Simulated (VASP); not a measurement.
Runs of VASP 6.6.1 on PbSe. It takes space group F-43m (No. 216, cubic). Conventional cell: a = 6.846 Å, b = 6.846 Å, c = 6.846 Å, α = 90.00°, β = 90.00°, γ = 90.00°. Within 3.9 Å of Pb (site symmetry -43m) lie 4 Se at 2.96 Å. Within 3.9 Å of Se (site symmetry -43m) lie 4 Pb at 2.96 Å. 

```csv
level,grid for exact exchange (PRECFOCK),share of exact exchange,screening parameter,gap on the mesh (eV),pressure (GPa)
PBE-based screened hybrid with 5 % exact exchange,Normal,0.05,0.1 1/Å,(b),0.5
PBE-based global hybrid with 10 % exact exchange,Normal,0.1,-,1.05,0.4
PBE,-,-,-,0.62,0.7
HSE06,Normal,0.25,0.2079 1/Å,1.07,(a)
```

Alike in all rows: no spin polarisation; cell a = 4.841 Å, angles 60.0°, 2 atoms; smearing gaussian 0.01 eV.

**Question.** Estimate the missing entries.

**Answer.** (a) 0.0; (b) 0.76.

Caveats: spin-orbit coupling is left out, which moves the levels of the heavy elements; the PAW data sets were made with another functional, which shifts forces and pressure a little (at least some runs).

A k mesh can miss the band edges, and the runs leave out spin-orbit coupling on Pb, Se.
